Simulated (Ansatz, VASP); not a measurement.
# One calculation of Ga4As4N, two programs

File INCAR:

```
SYSTEM = Ga4As4N
PREC = Accurate ; ENCUT = 520
EDIFF = 1E-6 ; ISMEAR = 0
SIGMA = 0.05 ; LREAL = Auto
LASPH = .True. ; NELM = 80
ALGO = Normal ; ISIF = 2
LWAVE = .False. ; LCHARG = .False.
LDIPOL = .True. ; IDIPOL = 3
DIPOL = 0.5 0.5 0.297 ; GGA = PE
IVDW = 12 ; NBANDS = 92
```

KPOINTS

```
regular mesh
0
Gamma
  6 6 1
  0 0 0
```

Contents of POSCAR:

```
Ga4As4N
1.0
    8.0267120225      0.0000000000      0.0000000000
   -4.0133560112      6.9513365203      0.0000000000
    0.0000000000      0.0000000000     22.6407100769
As Ga N
8 8 2
Direct
    0.0000000000      0.0000000000      0.1766729041
    0.0000000000      0.5000000000      0.1766729041
    0.5000000000      0.0000000000      0.1766729041
    0.5000000000      0.5000000000      0.1766729041
    0.1666666667      0.3333333333      0.3302634061
    0.1666666667      0.8333333333      0.3302634061
    0.6666666667      0.3333333333      0.3302634061
    0.6666666667      0.8333333333      0.3302634061
    0.1666666667      0.3333333333      0.2128565248
    0.1666666667      0.8333333333      0.2128565248
    0.6666666667      0.3333333333      0.2128565248
    0.6666666667      0.8333333333      0.2128565248
    0.3333333333      0.1666666667      0.3595607227
    0.3333333333      0.6666666667      0.3595607227
    0.8333333333      0.1666666667      0.3595607227
    0.8333333333      0.6666666667      0.3595607227
    0.5000000000      0.5000000000      0.4876485781
    0.5000000000      0.5000000000      0.5362336268
```

Input for Ansatz:

```yaml
crystal:
  lattice:
    - [8.0267120225, 0.0, 0.0]
    - [-4.0133560112, 6.9513365203, 0.0]
    - [0.0, 0.0, 22.6407100769]
  atoms:
    - { symbol: As, position: [0.0, 0.0, 0.1766729041] }
    - { symbol: As, position: [0.0, 0.5, 0.1766729041] }
    - { symbol: As, position: [0.5, 0.0, 0.1766729041] }
    - { symbol: As, position: [0.5, 0.5, 0.1766729041] }
    - { symbol: Ga, position: [0.1666666667, 0.3333333333, 0.2128565248] }
    - { symbol: Ga, position: [0.1666666667, 0.8333333333, 0.2128565248] }
    - { symbol: Ga, position: [0.6666666667, 0.3333333333, 0.2128565248] }
    - { symbol: Ga, position: [0.6666666667, 0.8333333333, 0.2128565248] }
    - { symbol: As, position: [0.1666666667, 0.3333333333, 0.3302634061] }
    - { symbol: As, position: [0.1666666667, 0.8333333333, 0.3302634061] }
    - { symbol: As, position: [0.6666666667, 0.3333333333, 0.3302634061] }
    - { symbol: As, position: [0.6666666667, 0.8333333333, 0.3302634061] }
    - { symbol: Ga, position: [0.3333333333, 0.1666666667, 0.3595607227] }
    - { symbol: Ga, position: [0.3333333333, 0.6666666667, 0.3595607227] }
    - { symbol: Ga, position: [0.8333333333, 0.1666666667, 0.3595607227] }
    - { symbol: Ga, position: [0.8333333333, 0.6666666667, 0.3595607227] }
    - { symbol: "N", position: [0.5, 0.5, 0.4876485781] }
    - { symbol: "N", position: [0.5, 0.5, 0.5362336268] }
basis:
  ecutwfc: 420
kpoints:
  mp_grid: { grid: [6, 6, 1] }
hamiltonian:
  xc: pbe
  dispersion: d3bj
scf:
  occupations: { method: gaussian, width: 0.05 }
output:
  forces: true
  eigenvalues: true
efield:
  axis: 3
  dipole_correction: true
  ramp_width: 0.04
```

Alike in both runs: task single point; functional PBE; dispersion D3(BJ); k mesh 6 × 6 × 1; occupations gaussian, width 0.05 eV; no spin polarisation.

|  | VASP | Ansatz |
| --- | --- | --- |
| version | VASP 6.6.1 | Ansatz 0.2.0 |
| potentials or method | VASP PAW PBE potentials, release 64 (As, Ga_d, N), cutoff 520 eV | scalar-relativistic, plane waves, PAW |
| valence electrons in the cell | 154 | 234 |

```csv
,VASP,Ansatz,Ansatz less VASP
gap on the k mesh at the Fermi level (eV),0.02,0.02,0.000
least direct gap on the mesh (eV),0.07,0.07,+0.001
rms of the force components (eV/Å),0.475,0.207,-0.2683
```

One of these differences is far larger than is usual between the two programs; its cause wasn't traced. VASP's potentials hold 154 valence electrons a cell and Ansatz's 234, so a difference there can come from the potentials and not from the codes.

Noted on VASP's run: the standard files for N, O and F lose accuracy on very short bonds.
